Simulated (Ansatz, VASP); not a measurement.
## One calculation of BaTiO3, two programs

```
Ba Ti O
1.0
     3.94574    0.00000    0.00000
     0.00000    3.94574    0.00000
     0.00000    0.00000    3.96370
Ba Ti O
1 1 3
Direct
  0.00000 0.00000 0.00000
  0.50000 0.50000 0.48200
  0.50000 0.50000 0.01600
  0.50000 0.00000 0.51500
  0.00000 0.50000 0.51500
```

Change from the starting cell: volume scaled by 0.96, crystal datasets.

Alike in both runs: task electric field gradients; functional PBE; k mesh 7 × 7 × 7; occupations fermi-dirac, width 0.08 eV; no spin polarisation.

|  | VASP | Ansatz |
| --- | --- | --- |
| version | VASP 6.6.1 | Ansatz 0.2.0 |
| potentials or method | VASP PAW PBE potentials, release 64 (Ba_sv, Ti_sv, O), cutoff 520 eV | all-electron PAW with datasets made for the crystal, scalar-relativistic |

|  | VASP | Ansatz | Ansatz less VASP |
| --- | --- | --- | --- |
| pressure (GPa) | 12.4 | 10.4 | -2.08 |
| traceless stress, the component that is largest in VASP (GPa) | 1.25 | 1.18 | -0.075 |
| rms of the force components (eV/Å) | 0.099 | 0.087 | -0.0116 |
| size of Vzz on the site where it differs most (V/Å²) | 2.0 | 1.5 | -0.52 |

Atom by atom the forces differ by 0.021 eV/Å (rms over components). Ansatz ran all-electron here, and VASP with PAW potentials.

Neither program's run includes spin-orbit coupling.
